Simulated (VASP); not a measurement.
# ZnSi2N2: single point with PBE

The system is ZnSi2N2.

```xyz
5
Lattice="3.8125 0.0000 0.0000 -1.9062 3.3017 0.0000 0.0000 0.0000 6.2718" Properties=species:S:1:pos:R:3 pbc="T T T"
Zn    0.0000    0.0000    0.0000
Si    0.0000    2.2011    3.8885
Si    1.9062    1.1006    2.3833
N     0.0000    2.2011    1.6307
N     1.9062    1.1006    4.6411
```

The cell was generated, and may not be a known phase.

```json
{"Program": "VASP 6.6.1", "Task": "single point", "Functional": "PBE", "Potentials or basis": "VASP PAW PBE potentials, release 64 (Zn, Si, N)", "Cutoff": "520 eV", "k mesh": "6 × 6 × 4", "Occupations": "gaussian, width 0.1 eV", "Spin": "no spin polarisation", "Dipole correction": "no", "Further INCAR settings": "ALGO = Fast; EDIFF = 1e-06; NBANDS = 23"}
```

The pressure is -13.4 GPa. The largest force is 1.979 eV/Å. The band gap on the k mesh is zero (bands 15 and 16 overlap by 1.20 eV).

Forces on the atoms (eV/Å):
```
Zn   0.000  0.000  0.000
Si   0.000  0.000  1.073
Si   0.000  0.000 -1.073
N    0.000  0.000  1.979
N    0.000  0.000 -1.979
```

Stress tensor (GPa, compression positive):
```
-11.82   0.00   0.00
  0.00 -11.82   0.00
  0.00   0.00 -16.61
```

Levels at points of the mesh, in eV from the Fermi level:
```tsv
k point	band 11	band 12	band 13	band 14	band 15	band 16	band 17	band 18	band 19	band 20
(0.00, 0.00, 0.00)	-3.72	-3.72	-2.80	-2.80	-2.67	2.18	2.36	2.36	2.37	2.37
(0.50, 0.00, 0.00)	-4.88	-4.28	-3.13	-1.57	-0.71	0.10	1.66	2.04	2.84	4.14
(0.00, 0.00, 0.50)	-3.77	-2.79	-2.74	-2.74	-2.14	0.35	2.07	2.07	2.17	2.55
(0.50, 0.00, 0.50)	-4.42	-3.69	-3.52	-1.77	-1.47	-0.23	2.05	2.38	2.46	3.38
```

Wall time 46 s on 1 thread of Oxide Virtual Turin-like Processor, with other jobs on the host, peak memory 0.17 GiB.

Caveat: the cell stands under tension; forces of over 1 eV/Å act on the atoms, so gaps and moduli don't describe the material at rest.
